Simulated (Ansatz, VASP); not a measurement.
**C in VASP and in Ansatz**

```
CELL_PARAMETERS angstrom
1.23277 -2.13415 0.00000
1.23277 2.13415 0.00000
0.00000 0.00000 6.79898
ATOMIC_POSITIONS crystal
C 0.04584 0.89795 0.75000
C 0.58331 0.41669 0.25000
C 0.91669 0.08331 0.25000
C 0.41669 0.58331 0.75000
```

Alike in both runs: task single point; functional PBE; dispersion D3(BJ); k mesh 22 × 22 × 8; occupations gaussian, width 0.15 eV; no spin polarisation.

|  | VASP | Ansatz |
| --- | --- | --- |
| version | VASP 6.6.1 | Ansatz 0.2.0 |
| potentials or method | VASP PAW PBE potentials, release 64 (C), cutoff 520 eV | scalar-relativistic, plane waves, PAW |
| valence electrons in the cell | 16 | 16 |

VASP gave:

```
gap on the k mesh at the Fermi level (eV)                     : none
pressure (GPa)                                                : 2.0
traceless stress, the component that is largest in VASP (GPa) : -4.04
rms of the force components (eV/Å)                            : 1.945
```

**Question.** Estimate Ansatz's values.

**Answer.** gap on the k mesh at the Fermi level (eV): none; pressure (GPa): 1.6; traceless stress, the component that is largest in VASP (GPa): -3.98; rms of the force components (eV/Å): 1.943.

Atom by atom the forces differ by 0.002 eV/Å (rms over components). A gap of «none» marks a metal or a gap that the smearing closes.
